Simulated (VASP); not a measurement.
Runs of VASP 6.6.1 on PbO. The structure is that of space group P4/nmm (No. 129), or close to it. The cells are those of the table. 

| task | cell | k mesh | cutoff (eV) | smearing | gap on the mesh (eV) | pressure (GPa) | relaxed volume (Å³/atom) | largest force (eV/Å) |
| --- | --- | --- | --- | --- | --- | --- | --- | --- |
| single point | a = 4.057, b = 4.057, c = 5.557 Å, 4 atoms | 8 × 8 × 6 | 520 | gaussian 0.02 eV | 1.78 | 0.1 | - | 0.03 |
| relaxation of cell and atoms | relaxed from a = 4.060, b = 4.060, c = 5.487 Å, 4 atoms | 8 × 8 × 6 | 600 | gaussian 0.02 eV | 1.73 | 0.0 | (b) | - |
| single point | a = 4.060, b = 4.060, c = 5.487 Å, 4 atoms | 4 × 4 × 4 | 520 | gaussian 0.1 eV | 1.73 | (a) | - | 0.04 |
| relaxation of cell and atoms | relaxed from a = 3.974, b = 3.974, c = 5.022 Å, 4 atoms | 4 × 4 × 4 | 600 | gaussian 0.1 eV | 1.71 | 0.1 | 22.60 | 0.03 |

Alike in all rows: level PBE; potentials or basis VASP PAW PBE potentials, release 64 (Pb_d, O); no spin polarisation.

**Question.** Fill in the values left out.

**Answer.** (a) 0.2; (b) 22.64.

Caveats: spin-orbit coupling is left out, which moves the levels of the heavy elements; the volume moved by +14 % from the deposited cell, more than functionals usually miss (some runs).

A k mesh can miss the band edges, and the runs leave out spin-orbit coupling on Pb.
